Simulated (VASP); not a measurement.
# GaP (zincblende type) (F-43m) in VASP: notebook

Runs on GaP (zincblende type). Level: PBE. Tasks: single point.

Everything below comes from runs of VASP 6.6.1. Logs are shortened: lines on timing, memory, paths and dates and some standing lists are left out, and cuts for length are marked.

## 1. The cell of the first run

Symmetry: F-43m, No. 216, cubic system. The conventional cell has a = 4.935 Å, b = 4.935 Å, c = 4.935 Å, α = 90.00°, β = 90.00°, γ = 90.00°. Ga (site symmetry -43m) has 4 P at 2.14 Å within 2.8 Å. P (site symmetry -43m) has 4 Ga at 2.14 Å within 2.8 Å.

## 2. Single point, PBE (volume scaled by 0.72)

The input, INCAR:

```
PREC     = Accurate       # precision mode
ENCUT    = 520            # plane-wave cutoff, eV
EDIFF    = 1E-6           # SCF threshold, eV
ISMEAR   = -1             # smearing method
SIGMA    = 0.1            # smearing width, eV
LREAL    = F              # projectors in reciprocal space
LASPH    = T              # aspherical terms in the spheres
NELM     = 80             # most SCF steps
ALGO     = Normal         # electronic algorithm
ISIF     = 2              # what is computed and relaxed
LWAVE    = F              # write WAVECAR
LCHARG   = T              # write CHGCAR
GGA      = PE             # functional
LELF     = T              # ELF
LVHAR    = T            
NBANDS   = 16             # bands
```

The input, KPOINTS:

```
regular mesh
0
Gamma
  12 12 12
```

The input, POSCAR:

```
GaP
1.0
    0.0000000000      2.4674653049      2.4674653049
    2.4674653049      0.0000000000      2.4674653049
    2.4674653049      2.4674653049      0.0000000000
Ga P
1 1
Direct
    0.0000000000      0.0000000000      0.0000000000
    0.2500000000      0.2500000000      0.2500000000
```

Potentials or basis: VASP PAW PBE potentials, release 64 (Ga_d, P).

Launch:

```console
$ cat potpaw_PBE.64/Ga_d/POTCAR potpaw_PBE.64/P/POTCAR > POTCAR
$ mpirun -np 1 vasp_std > vasp.out
```

OUTCAR:

```text
PREC = Accurate
   ENCUT = 520
   EDIFF = 1E-6
   ISMEAR = -1
   LREAL = F
   LASPH = T
   NELM = 80
   ISIF = 2
   GGA = PE

 ion  position               nearest neighbor table
   1  0.000  0.000  0.000-   2 2.14   2 2.14   2 2.14   2 2.14
   2  0.250  0.250  0.250-   1 2.14   1 2.14   1 2.14   1 2.14

  LATTYP: Found a face centered cubic cell.
 ALAT       =     4.9349306098

  Lattice vectors:

 A1 = (   0.0000000000,   2.4674653049,   2.4674653049)
 A2 = (   2.4674653049,   0.0000000000,   2.4674653049)
 A3 = (   2.4674653049,   2.4674653049,   0.0000000000)

Analysis of symmetry for initial positions (statically):
=====================================================================
 Subroutine PRICEL returns:
 Original cell was already a primitive cell.

 Routine SETGRP: Setting up the symmetry group for a
 face centered cubic supercell.

 Subroutine GETGRP returns: Found 24 space group operations
 (whereof 24 operations were pure point group operations)
 out of a pool of 48 trial point group operations.

The static configuration has the point symmetry T_d .

Analysis of symmetry for dynamics (positions and initial velocities):
=====================================================================
 Subroutine PRICEL returns:
 Original cell was already a primitive cell.

 Routine SETGRP: Setting up the symmetry group for a
 face centered cubic supercell.

 Subroutine GETGRP returns: Found 24 space group operations
 (whereof 24 operations were pure point group operations)
 out of a pool of 48 trial point group operations.

The dynamic configuration has the point symmetry T_d .

 Subroutine INISYM returns: Found 24 space group operations
 (whereof 24 operations are pure point group operations),
 and found     1 'primitive' translations

----------------------------------------------------------------------------------------

                                     Primitive cell

  volume of cell :      30.0458

  direct lattice vectors                    reciprocal lattice vectors
     0.000000000  2.467465305  2.467465305    -0.202637094  0.202637094  0.202637094
     2.467465305  0.000000000  2.467465305     0.202637094 -0.202637094  0.202637094
     2.467465305  2.467465305  0.000000000     0.202637094  0.202637094 -0.202637094

  length of vectors
     3.489522899  3.489522899  3.489522899     0.350977743  0.350977743  0.350977743

[... 79 lines left out ...]
   NELM   =     80;   NELMIN=  2; NELMDL= -5     # of ELM steps
   EDIFF  = 0.1E-05   stopping-criterion for ELM
   LREAL  =      F    real-space projection
   EDIFFG = 0.1E-04   stopping-criterion for IOM
   NSW    =      0    number of steps for IOM
   IBRION =     -1    ionic relax: 0-MD 1-quasi-New 2-CG
   NFREE  =      0    steps in history (QN), initial steepest desc. (CG)
   ISIF   =      2    stress and relaxation
   ISYM   =      2    0-nonsym 1-usesym 2-fastsym
   POTIM  = 0.5000    time-step for ionic-motion
   TEBEG  =    0.0;   TEEND  =   0.0 temperature during run
   PSTRESS=    0.0 pullay stress
   NELECT =      18.0000    total number of electrons
   NUPDOWN=      -1.0000    fix difference up-down
   EMIN   =  10.00;   EMAX   =-10.00  energy-range for DOS
   EFERMI =   0.00;   METHOD = LEGACY
   ISMEAR =    -1;   SIGMA  =   0.10  broadening in eV -4-tet -1-fermi 0-gaus
   EFERMI_NEDOS =   21; number of points for ismear=-14 and -15
   IALGO  =     38    algorithm
   IMIX   =      4    mixing-type and parameters
     AMIX     =   0.40;   BMIX     =  1.00
     AMIX_MAG =   1.60;   BMIX_MAG =  1.00
  volume/ion in A,a.u.               =      15.02       101.38
  Fermi-wavevector in a.u.,A,eV,Ry     =   1.380081  2.607975 25.913981  1.904624
  Thomas-Fermi vector in A             =   2.504991
   LORBIT       =      0    0 simple, 1 ext, 2 COOP (PROOUT), +10 PAW based schemes
   GGA     = PE    functional components
   LHFCALC =     F    Hartree Fock is set to
   AEXX    =    0.0000 exact exchange contribution
   IVDW    =     0    specifies the selected vdW correction
   LEPSILON=     F    determine dielectric tensor
   LRPA    =     F    only Hartree local field effects (RPA)
 non-spin polarized calculation
  energy-cutoff  :      520.00
  volume of cell :       30.05
 maximum number of plane-waves:       869
 NGX is ok and might be reduce to    28
   NGX = 13   NGY = 13   NGZ = 13

 number of electron      18.0000010 magnetization

 Free energy of the ion-electron system (eV)
  ---------------------------------------------------
  ext. energy  EPLUGINS =         0.00000000
  ---------------------------------------------------
  free energy    TOTEN  =        -7.72841999 eV

  energy without entropy =       -7.72821788  energy(sigma->0) =       -7.72831894

 E-fermi :   8.6670     XC(G=0): -11.2624

 val. band max:        8.2575894506   @ k =   0.0000   0.0000   0.0000
 cond. band min:       9.1133176463   @ k =   0.5000   0.5000   0.0000
 fundamental gap:      0.8557281957
 Fermi energy:         8.6669989087

 k-point     1 :       0.0000    0.0000    0.0000
  band No.  band energies     occupation
      1      -7.2227      2.00000
      2      -7.2227      2.00000
      3      -7.2227      2.00000
      4      -6.9925      2.00000
      5      -6.9925      2.00000
      6      -6.9284      2.00000
[... 433 lines left out ...]
      3      -7.1376      2.00000
      4      -6.9956      2.00000
      5      -6.9777      2.00000
      6      -3.3791      2.00000
[... 8 lines left out ...]
     15      19.5333      0.00000
     16      21.7789      0.00000

 [... further k-points ...]

------------------------ aborting loop because EDIFF is reached ----------------------------------------

  FORCE on cell =-STRESS in cart. coord.  units (eV):
  Direction    XX          YY          ZZ          XY          YZ          ZX
  --------------------------------------------------------------------------------------
  -------------------------------------------------------------------------------------
  Total        9.5973097      9.5973097      9.5973097      0.0000000      0.0000000      0.0000000
  in kB      511.7724849    511.7724849    511.7724849      0.0000000      0.0000000      0.0000000
  external PRESSURE =     511.7724849 kB  Pullay stress =       0.0000000 kB

 VOLUME and BASIS-vectors are now :
 -----------------------------------------------------------------------------
  energy-cutoff  :      520.00
  volume of cell :       30.05
      direct lattice vectors                 reciprocal lattice vectors
     0.000000000  2.467465305  2.467465305    -0.202637094  0.202637094  0.202637094
     2.467465305  0.000000000  2.467465305     0.202637094 -0.202637094  0.202637094
     2.467465305  2.467465305  0.000000000     0.202637094  0.202637094 -0.202637094

 POSITION                                       TOTAL-FORCE (eV/Angst)
 -----------------------------------------------------------------------------------
      0.00000      0.00000      0.00000         0.000000      0.000000      0.000000
      1.23373      1.23373      1.23373        -0.000000     -0.000000     -0.000000
 -----------------------------------------------------------------------------------
    total drift:                                0.000001      0.000001      0.000001

  FREE ENERGIE OF THE ION-ELECTRON SYSTEM (eV)
  ---------------------------------------------------
  free  energy   TOTEN  =        -7.7284199911 eV

  energy  without entropy=       -7.7282178801  energy(sigma->0) =       -7.72831894
```

OSZICAR:

```text
N       E                     dE             d eps       ncg     rms          rms(c)
DAV:   1     0.787923742177E+02    0.78792E+02   -0.91919E+03  2496   0.181E+03
DAV:   2    -0.279539172432E+01   -0.81588E+02   -0.77336E+02  2680   0.313E+02
DAV:   3    -0.805161307145E+01   -0.52562E+01   -0.52374E+01  2816   0.626E+01
DAV:   4    -0.812329083273E+01   -0.71678E-01   -0.71664E-01  2840   0.764E+00
DAV:   5    -0.812453235015E+01   -0.12415E-02   -0.12415E-02  2904   0.926E-01    0.609E+00
DAV:   6    -0.778813468347E+01    0.33640E+00   -0.42088E-01  3592   0.152E+01    0.420E+00
DAV:   7    -0.772845052039E+01    0.59684E-01   -0.17873E-01  3072   0.359E+00    0.150E+00
DAV:   8    -0.772811756606E+01    0.33295E-03   -0.17239E-02  2664   0.175E+00    0.525E-01
DAV:   9    -0.772839700043E+01   -0.27943E-03   -0.15831E-03  3032   0.439E-01    0.682E-02
DAV:  10    -0.772837852300E+01    0.18477E-04   -0.10620E-04  3216   0.195E-01    0.326E-02
DAV:  11    -0.772842005670E+01   -0.41534E-04   -0.60120E-05  2624   0.662E-02    0.112E-02
DAV:  12    -0.772841999111E+01    0.65589E-07   -0.14193E-06  2448   0.131E-02
   1 F= -.77284200E+01 E0= -.77283189E+01  d E =-.202111E-03
```

stdout:

```text
POSCAR found type information on POSCAR GaP
 POSCAR found :  2 types and       2 ions
 scaLAPACK will be used
 LDA part: xc-table for (Slater+PW92), standard interpolation
 POSCAR, INCAR and KPOINTS ok, starting setup
 FFT: planning ... GRIDC
 FFT: planning ... GRID_SOFT
 FFT: planning ... GRID
 WAVECAR not read
 entering main loop
```

Run time: 33 s. Hardware: 1 thread of Intel Xeon 6975P-C (Granite Rapids), shared host; peak memory 0.17 GiB.

Results:

```yaml
Free_energy: -7.7284 eV
Pressure: 51.2 GPa
Band_gap_on_the_k_mesh: 0.86 eV, indirect (least direct gap 3.62 eV)
```

Levels at points of the mesh, in eV from the valence-band top:
```csv
k point,band 7,band 8,band 9,band 10,band 11,band 12
"(0.00, 0.00, 0.00)",0.00,0.00,0.00,3.62,3.62,3.62
"(0.50, 0.00, 0.00)",-8.75,-1.65,-1.65,2.55,4.43,4.43
"(0.50, 0.50, 0.00)",-8.44,-3.93,-3.93,0.86,1.24,12.69
```

## 3. Single point, PBE (volume scaled by 0.8)

The input, INCAR:

```
SYSTEM = GaP
PREC     = Accurate       ! precision mode
ENCUT    = 520            ! plane-wave cutoff, eV
EDIFF    = 1E-6           ! SCF threshold, eV
ISMEAR   = -1             ! smearing method
SIGMA    = 0.1            ! smearing width, eV
LREAL    = .False.        ! projectors in reciprocal space
LASPH    = .True.         ! aspherical terms in the spheres
NELM     = 80             ! most SCF steps
ALGO     = Normal         ! electronic algorithm
ISIF     = 2              ! what is computed and relaxed
LWAVE    = .False.        ! write WAVECAR
LCHARG   = .False.        ! write CHGCAR
GGA      = PE             ! functional
NBANDS   = 16             ! bands
```

The input, KPOINTS:

```
Automatic mesh
0
Gamma
  12 12 12
  0 0 0
```

The input, POSCAR:

```
GaP
1.0
    0.0000000000      2.5556628009      2.5556628009
    2.5556628009      0.0000000000      2.5556628009
    2.5556628009      2.5556628009      0.0000000000
Ga P
1 1
Direct
    0.0000000000      0.0000000000      0.0000000000
    0.2500000000      0.2500000000      0.2500000000
```

Potentials or basis: VASP PAW PBE potentials, release 64 (Ga_d, P).

Launch:

```console
$ cat potpaw_PBE.64/Ga_d/POTCAR potpaw_PBE.64/P/POTCAR > POTCAR
$ mpirun -np 1 vasp_std > vasp.out
```

Run time: 31 s. Hardware: 1 thread of Intel Xeon 6975P-C (Granite Rapids), shared host; peak memory 0.17 GiB.

The run converged. Its results:

```
Free energy            : -8.5335 eV
Pressure               : 27.8 GPa
Band gap on the k mesh : 1.17 eV, indirect (least direct gap 3.48 eV)
```

Levels at points of the mesh, in eV from the valence-band top:
| k point | band 7 | band 8 | band 9 | band 10 | band 11 | band 12 |
| --- | --- | --- | --- | --- | --- | --- |
| (0.00, 0.00, 0.00) | 0.00 | 0.00 | 0.00 | 3.48 | 3.76 | 3.76 |
| (0.50, 0.00, 0.00) | -7.90 | -1.44 | -1.44 | 2.26 | 4.59 | 4.59 |
| (0.50, 0.50, 0.00) | -7.78 | -3.44 | -3.44 | 1.18 | 1.52 | 12.01 |

 A k mesh can miss the band edges.

## 4. Single point, PBE (volume scaled by 0.88)

The input, INCAR:

```
PREC     = Accurate       # precision mode
ENCUT    = 520            # plane-wave cutoff, eV
EDIFF    = 1E-6           # SCF threshold, eV
ISMEAR   = -1             # smearing method
SIGMA    = 0.1            # smearing width, eV
LREAL    = F              # projectors in reciprocal space
LASPH    = T              # aspherical terms in the spheres
NELM     = 80             # most SCF steps
ALGO     = Normal         # electronic algorithm
ISIF     = 2              # what is computed and relaxed
LWAVE    = F              # write WAVECAR
LCHARG   = T              # write CHGCAR
GGA      = PE             # functional
LELF     = T              # ELF
LVHAR    = T            
NBANDS   = 16             # bands
```

The input, KPOINTS:

```
regular mesh
0
Gamma
  12 12 12
```

The input, POSCAR:

```
GaP
1.0
    0.0000000000      2.6381598911      2.6381598911
    2.6381598911      0.0000000000      2.6381598911
    2.6381598911      2.6381598911      0.0000000000
Ga P
1 1
Direct
    0.0000000000      0.0000000000      0.0000000000
    0.2500000000      0.2500000000      0.2500000000
```

Launch:

```console
$ cat potpaw_PBE.64/Ga_d/POTCAR potpaw_PBE.64/P/POTCAR > POTCAR
$ mpirun -np 1 vasp_std > vasp.out
```

Wall time 29 s (1 thread of Intel Xeon 6975P-C (Granite Rapids), shared host); peak memory 0.18 GiB.

The run converged. Its results:

| Item | Value |
| --- | --- |
| Free energy | -8.9472 eV |
| Pressure | 12.9 GPa |
| Band gap on the k mesh | 1.40 eV, indirect (least direct gap 2.65 eV) |

Levels at points of the mesh, in eV from the valence-band top:
| k point | band 7 | band 8 | band 9 | band 10 | band 11 | band 12 |
| --- | --- | --- | --- | --- | --- | --- |
| (0.00, 0.00, 0.00) | 0.00 | 0.00 | 0.00 | 2.65 | 3.85 | 3.85 |
| (0.50, 0.00, 0.00) | -7.23 | -1.27 | -1.27 | 1.97 | 4.68 | 4.68 |
| (0.50, 0.50, 0.00) | -7.24 | -3.04 | -3.04 | 1.43 | 1.70 | 11.32 |

 A k mesh can miss the band edges.

## 5. The runs side by side

| cell | gap on the mesh (eV) | pressure (GPa) |
| --- | --- | --- |
| a = 3.490 Å, angles 60.0°, 2 atoms | 0.86 | 51.2 |
| a = 3.614 Å, angles 60.0°, 2 atoms | 1.17 | 27.8 |
| a = 3.731 Å, angles 60.0°, 2 atoms | 1.40 | 12.9 |

Alike in all rows: task single point; level PBE; potentials or basis VASP PAW PBE potentials, release 64 (Ga_d, P); no spin polarisation; k mesh 12 × 12 × 12; cutoff (eV) 520; smearing fermi-dirac 0.1 eV.

Total energies depend on the potentials used, so only differences within one code and one set of settings carry meaning.
